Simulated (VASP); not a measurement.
# H (P6_3/mmc) in VASP: further runs, part 2 of 2

VASP 6.6.1. The steps go on from the part before.

## (5) Single point, PBE, collinear spin

INCAR

```
PREC = Accurate
ENCUT = 500
EDIFF = 1E-6
ISMEAR = -1
SIGMA = 0.025851999786435532
LREAL = F
LASPH = T
NELM = 200
ALGO = Normal
ISIF = 2
LWAVE = F
LCHARG = T
ISPIN = 2
MAGMOM = 1.03 1.03
LORBIT = 11
GGA = PE
LELF = T
LVHAR = T
NBANDS = 12
GGA_COMPAT = F
```

KPOINTS

```
Automatic mesh
0
Gamma
  3 3 4
```

POSCAR

```
H
1.0
    5.1702470185      0.0000000000      0.0000000000
   -2.5851235093      4.4775652619      0.0000000000
    0.0000000000      0.0000000000      3.8495250000
H
2
Direct
    0.3333333333      0.6666666667      0.2500000000
    0.6666666667      0.3333333333      0.7500000000
```

Potentials or basis: VASP PAW PBE potentials, release 64 (H).

Launch:

```bash
$ cat potpaw_PBE.64/H/POTCAR > POTCAR
$ mpirun -np 1 vasp_std > vasp.out
```

OUTCAR:

```text
PREC = Accurate
   ENCUT = 500
   EDIFF = 1E-6
   ISMEAR = -1
   LREAL = F
   LASPH = T
   NELM = 200
   ISIF = 2
   ISPIN = 2
   LORBIT = 11
   GGA = PE

 ion  position               nearest neighbor table
   1  0.333  0.667  0.250-
   2  0.667  0.333  0.750-

  LATTYP: Found a hexagonal cell.
 ALAT       =     5.1702470185
 C/A-ratio  =     0.7445534007

  Lattice vectors:

 A1 = (   5.1702470185,   0.0000000000,   0.0000000000)
 A2 = (  -2.5851235093,   4.4775652619,   0.0000000000)
 A3 = (   0.0000000000,   0.0000000000,   3.8495250000)

Analysis of symmetry for initial positions (statically):
=====================================================================
 Subroutine PRICEL returns:
 Original cell was already a primitive cell.

 Routine SETGRP: Setting up the symmetry group for a
 hexagonal supercell.

 Subroutine GETGRP returns: Found 24 space group operations
 (whereof 12 operations were pure point group operations)
 out of a pool of 24 trial point group operations.

The static configuration has the point symmetry D_3d.
 The point group associated with its full space group is D_6h.

Analysis of symmetry for dynamics (positions and initial velocities):
=====================================================================
 Subroutine PRICEL returns:
 Original cell was already a primitive cell.

 Routine SETGRP: Setting up the symmetry group for a
 hexagonal supercell.

 Subroutine GETGRP returns: Found 24 space group operations
 (whereof 12 operations were pure point group operations)
 out of a pool of 24 trial point group operations.

The dynamic configuration has the point symmetry D_3d.
 The point group associated with its full space group is D_6h.

Analysis of structural, dynamic, and magnetic symmetry:
=====================================================================
 Subroutine PRICEL returns:
 Original cell was already a primitive cell.

 Routine SETGRP: Setting up the symmetry group for a
 hexagonal supercell.

 Subroutine GETGRP returns: Found 24 space group operations
 (whereof 12 operations were pure point group operations)
 out of a pool of 24 trial point group operations.

The overall configuration has the point symmetry D_3d.
 The point group associated with its full space group is D_6h.

 Subroutine INISYM returns: Found 24 space group operations
 (whereof 12 operations are pure point group operations),
 and found     1 'primitive' translations

----------------------------------------------------------------------------------------

                                     Primitive cell

  volume of cell :      89.1170

  direct lattice vectors                    reciprocal lattice vectors
     5.170247018  0.000000000  0.000000000     0.193414356  0.111667831  0.000000000
    -2.585123509  4.477565262  0.000000000     0.000000000  0.223335662  0.000000000
     0.000000000  0.000000000  3.849525000     0.000000000  0.000000000  0.259772310

  length of vectors
     5.170247018  5.170247019  3.849525000     0.223335662  0.223335662  0.259772310

  position of ions in fractional coordinates (direct lattice)
     0.333333333  0.666666667  0.250000000
     0.666666667  0.333333333  0.750000000

  ion indices of the primitive-cell ions
   primitive index   ion index
                 1           1
                 2           2

[... 72 lines left out ...]
   IALGO  =     38    algorithm
   IMIX   =      4    mixing-type and parameters
     AMIX     =   0.40;   BMIX     =  1.00
     AMIX_MAG =   1.60;   BMIX_MAG =  1.00
  volume/ion in A,a.u.               =      44.56       300.70
  Fermi-wavevector in a.u.,A,eV,Ry     =   0.461776  0.872630  2.901267  0.213237
  Thomas-Fermi vector in A             =   1.449004
   LORBIT       =     11    0 simple, 1 ext, 2 COOP (PROOUT), +10 PAW based schemes
   GGA     = PE    functional components
   LHFCALC =     F    Hartree Fock is set to
   AEXX    =    0.0000 exact exchange contribution
   IVDW    =     0    specifies the selected vdW correction
   LEPSILON=     F    determine dielectric tensor
   LRPA    =     F    only Hartree local field effects (RPA)
 spin polarized calculation
  energy-cutoff  :      500.00
  volume of cell :       89.12
 maximum number of plane-waves:      2306
 NGX is ok and might be reduce to    40
   NGX = 19   NGY = 19   NGZ = 15

 number of electron       1.9999999 magnetization       1.9999999

 Free energy of the ion-electron system (eV)
  ---------------------------------------------------
  ext. energy  EPLUGINS =         0.00000000
  ---------------------------------------------------
  free energy    TOTEN  =        -2.22573208 eV

  energy without entropy =       -2.22573208  energy(sigma->0) =       -2.22573208

 E-fermi :  -5.9253     XC(G=0):   0.9566

 val. band max:       -6.4477272253   @ k =   0.0000   0.0000   0.0000
 cond. band min:       0.1648611954   @ k =   0.3333   0.3333   0.0000
 fundamental gap:      6.6125884207
 Fermi energy:        -5.9252528162

 spin component 1

 k-point     1 :       0.0000    0.0000    0.0000
  band No.  band energies     occupation
      1      -7.8673      1.00000
      2      -6.4477      1.00000
      3       1.7628      0.00000
      4       3.5912      0.00000
      5       3.5912      0.00000
      6       4.6979      0.00000
      7       4.6979      0.00000
      8       6.0652      0.00000
      9       6.9596      0.00000
     10       8.1420      0.00000
     11      10.9670      0.00000
     12      13.0645      0.00000
[... 106 lines left out ...]
 k-point     9 :       0.3333    0.3333    0.5000
  band No.  band energies     occupation
      1      -6.8367      1.00000
      2      -6.8367      1.00000
      3       1.6251      0.00000
      4       1.6251      0.00000
      5       2.6748      0.00000
      6       2.6748      0.00000
      7       6.7991      0.00000
      8       6.7991      0.00000
      9       8.2537      0.00000
     10       8.2537      0.00000
     11       9.2231      0.00000
     12       9.2231      0.00000
 Fermi energy:        -5.9252528162

 spin component 2

 k-point     1 :       0.0000    0.0000    0.0000
  band No.  band energies     occupation
      1       3.8286      0.00000
      2      10.2882      0.00000
      3      10.2883      0.00000
      4      12.1185      0.00000
      5      13.0538      0.00000
      6      13.0539      0.00000
      7      13.4339      0.00000
      8      13.8950      0.00000
      9      16.0940      0.00000
     10      20.3330      0.00000
     11      20.3331      0.00000
     12      20.5597      0.00000
[... 106 lines left out ...]
 k-point     9 :       0.3333    0.3333    0.5000
  band No.  band energies     occupation
      1       7.2018      0.00000
      2       7.2018      0.00000
      3       9.9213      0.00000
      4       9.9213      0.00000
      5      10.9013      0.00000
      6      10.9013      0.00000
      7      16.6832      0.00000
      8      16.6832      0.00000
      9      17.8418      0.00000
     10      17.8418      0.00000
     11      17.9251      0.00000
     12      17.9251      0.00000

------------------------ aborting loop because EDIFF is reached ----------------------------------------

  FORCE on cell =-STRESS in cart. coord.  units (eV):
  Direction    XX          YY          ZZ          XY          YZ          ZX
  --------------------------------------------------------------------------------------
  -------------------------------------------------------------------------------------
  Total        0.0477382      0.0477382      0.0680193     -0.0000000     -0.0000000     -0.0000000
  in kB        0.8582549      0.8582549      1.2228758     -0.0000000     -0.0000000     -0.0000000
  external PRESSURE =       0.9797952 kB  Pullay stress =       0.0000000 kB

 VOLUME and BASIS-vectors are now :
 -----------------------------------------------------------------------------
  energy-cutoff  :      500.00
  volume of cell :       89.12
      direct lattice vectors                 reciprocal lattice vectors
     5.170247018  0.000000000  0.000000000     0.193414356  0.111667831  0.000000000
    -2.585123509  4.477565262  0.000000000     0.000000000  0.223335662  0.000000000
     0.000000000  0.000000000  3.849525000     0.000000000  0.000000000  0.259772310

 POSITION                                       TOTAL-FORCE (eV/Angst)
 -----------------------------------------------------------------------------------
     -0.00000      2.98504      0.96238         0.000000     -0.000000     -0.000000
      2.58512      1.49252      2.88714        -0.000000      0.000000      0.000000
 -----------------------------------------------------------------------------------
    total drift:                               -0.000000      0.000000     -0.000000

  FREE ENERGIE OF THE ION-ELECTRON SYSTEM (eV)
  ---------------------------------------------------
  free  energy   TOTEN  =        -2.2257320768 eV

  energy  without entropy=       -2.2257320768  energy(sigma->0) =       -2.22573208

 total charge

# of ion       s       p       d       tot
------------------------------------------
    1        0.382   0.000   0.000   0.382
    2        0.382   0.000   0.000   0.382
--------------------------------------------------
tot          0.763   0.000   0.000   0.763

 magnetization (x)

# of ion       s       p       d       tot
------------------------------------------
    1        0.382   0.000   0.000   0.382
    2        0.382   0.000   0.000   0.382
--------------------------------------------------
tot          0.763   0.000   0.000   0.763
```

Run time: 62 s. Hardware: 1 thread of Intel Xeon 8259CL, shared host; peak memory 0.22 GiB.

Results:

```yaml
Free_energy: -2.2257 eV
Pressure: 0.1 GPa
Band_gap_on_the_k_mesh: 6.61 eV (least direct gap 7.32 eV)
Net_moment: 2.00 μB per cell
Site_moments: H +0.38 μB
Valence_electrons_inside_the_program's_atomic_spheres: H 0.38
```

Levels at points of the mesh, in eV from the valence-band top:
Spin up:
```csv
k point,band 1,band 2,band 3,band 4,band 5,band 6
"(0.00, 0.00, 0.00)",-1.42,0.00,8.21,10.04,10.04,11.15
"(0.00, 0.00, 0.50)",-0.48,-0.48,8.24,8.24,12.24,12.24
```
Spin down:
| k point | band 1 | band 2 | band 3 | band 4 |
| --- | --- | --- | --- | --- |
| (0.00, 0.00, 0.00) | 10.28 | 16.74 | 16.74 | 18.57 |
| (0.00, 0.00, 0.50) | 12.79 | 12.79 | 19.25 | 19.25 |

Caveat: the k points lie up to 0.47 Å⁻¹ apart; the atoms stand far beyond bonding distance. A k mesh can miss the band edges.

## (6) The runs side by side

```tsv
level	cutoff (eV)	smearing	gap on the mesh (eV)	pressure (GPa)	moment (μB)
PBE	520	gaussian 0.1 eV	6.61	0.1	2.00
BLYP	520	gaussian 0.1 eV	5.50	0.2	2.00
RPBE	520	methfessel-paxton 0.077 eV	6.66	0.2	2.00
PBE	500	fermi-dirac 0.025852 eV	6.61	0.1	2.00
```

Alike in all rows: task single point; potentials or basis VASP PAW PBE potentials, release 64 (H); spin collinear; cell as given; k mesh 3 × 3 × 4.

Caveats: all runs use coarse meshes; the atoms stand far beyond bonding distance; the PAW data sets were made with another functional, which shifts forces and pressure a little (at least some runs).

Total energies depend on the potentials used, so only differences within one code and one set of settings carry meaning.
